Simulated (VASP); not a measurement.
As2Se, 6 atoms in the cell. It takes space group I4_1/amd (No. 141, tetragonal). Conventional cell: a = 7.031 Å, b = 7.031 Å, c = 5.250 Å, α = 90.00°, β = 90.00°, γ = 90.00°. Within 3.5 Å of As (site symmetry 2/m) lie 2 Se at 2.64 Å and 4 As at 2.81 Å. Se (site symmetry -4m2) has 4 As at 2.64 Å within 3.5 Å.  This cell differs from its parent crystal: volume scaled by 1.03, then relaxed in part.

| Property | Result |
| --- | --- |
| Program | VASP 6.6.1 |
| Task | single point |
| Functional | PBEsol |
| Potentials or basis | VASP PAW PBE potentials, release 64 (As, Se) |
| Cutoff | 520 eV |
| k mesh | 8 × 8 × 8 |
| Occupations | gaussian, width 0.1 eV |
| Spin | no spin polarisation |
| Dipole correction | no |
| Further INCAR settings | ALGO = Normal; EDIFF = 1e-06; NBANDS = 25 |

Potentials or basis: VASP PAW PBE potentials, release 64 (As, Se).

The run is started by

```console
$ cat potpaw_PBE.64/As/POTCAR potpaw_PBE.64/Se/POTCAR > POTCAR
$ mpirun -np 1 vasp_std > vasp.out
```

Hardware: 1 thread of AMD EPYC 7R13, on a shared host.

Q: How long does it take, and how much memory?

A: It took 3.7 min on 1 thread of AMD EPYC 7R13, with other jobs on the host, peak memory 0.32 GiB. Counts: scf iterations 11, k points 59.
